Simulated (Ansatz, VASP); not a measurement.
One calculation of TiSi16, two programs

```
Si Ti
1.0
     0.00000    5.43000    5.43000
     5.43000    0.00000    5.43000
     5.43000    5.43000    0.00000
Si Ti
16 1
Cartesian
  0.0184 0.0733 0.0444
  1.4056 1.3897 1.4035
  2.7158 2.7793 0.0368
  4.0441 4.1709 1.4375
  2.7618 0.0410 2.7243
  4.0948 1.3766 4.0795
  5.4673 2.7578 2.7645
  6.8515 4.1314 4.0679
  0.0406 2.7534 2.7358
  1.4333 4.1453 4.0930
  2.7474 5.4764 2.7949
  4.0785 6.7867 4.0924
  2.7914 2.7343 5.4683
  4.1082 4.1168 6.8306
  5.4952 5.4243 5.4605
  6.8807 6.7631 6.8566
  5.4661 8.1855 5.4898
```

Alike in both runs: functional LDA; k mesh 2 × 2 × 2; occupations gaussian, width 0.02 eV; no spin polarisation.

Ansatz relaxed the structure, and its values are those at the end. VASP's run is a single point on that final structure, the one shown.

|  | VASP | Ansatz |
| --- | --- | --- |
| version | VASP 6.6.1 | Ansatz 0.2.0 |
| potentials or method | VASP PAW LDA potentials, release 64 (Si, Ti_sv), cutoff 520 eV | scalar-relativistic, plane waves, PAW |
| valence electrons in the cell | 76 | 76 |

```tsv
	VASP	Ansatz	Ansatz less VASP
rms of the force components (eV/Å)	0.011	0.010	-0.0010
```

Ansatz warns that its potentials were made for another functional, while VASP's fit it. LDA's correlation is that of Perdew and Zunger in VASP and of Perdew and Wang (1992) in Ansatz.

The k mesh is coarse, so the values compare programs but aren't converged.
